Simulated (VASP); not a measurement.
Crystal: Zn.

```
Zn
1.0
    -1.56904    1.56904    1.56904
     1.56904   -1.56904    1.56904
     1.56904    1.56904   -1.56904
Zn
1
Cartesian
  0.0000 0.0000 0.0000
```

| Property | Result |
| --- | --- |
| Program | VASP 6.6.1 |
| Task | relaxation of cell and atoms |
| Functional | PBEsol |
| Potentials or basis | VASP PAW PBE potentials, release 64 (Zn) |
| Cutoff | 600 eV |
| k mesh | 18 × 18 × 18 |
| Occupations | gaussian, width 0.1 eV |
| Spin | no spin polarisation |

At the start: pressure -5.0 GPa; volume 15.45 Å³/atom.

Where does the relaxation end?

Over 3 steps the energy falls by 17.9 meV/atom and the volume is 14.39 Å³/atom (-6.9 %); space group Im-3m (No. 229, to 0.05 Å).

Step by step:
```csv
step,energy change (eV),largest force (eV/Å),pressure (GPa),volume (Å³)
1,0.0000,0.0000,-4.98,15.45
2,-0.0179,0.0000,-0.10,14.40
3,-0.0179,0.0000,0.01,14.39
```

Final structure:
```xyz
1
Lattice="-1.5321 1.5321 1.5321 1.5321 -1.5321 1.5321 1.5321 1.5321 -1.5321" Properties=species:S:1:pos:R:3 pbc="T T T"
Zn    0.0000    0.0000    0.0000
```

Caveat: the PAW data sets were made with another functional, which shifts forces and pressure a little.
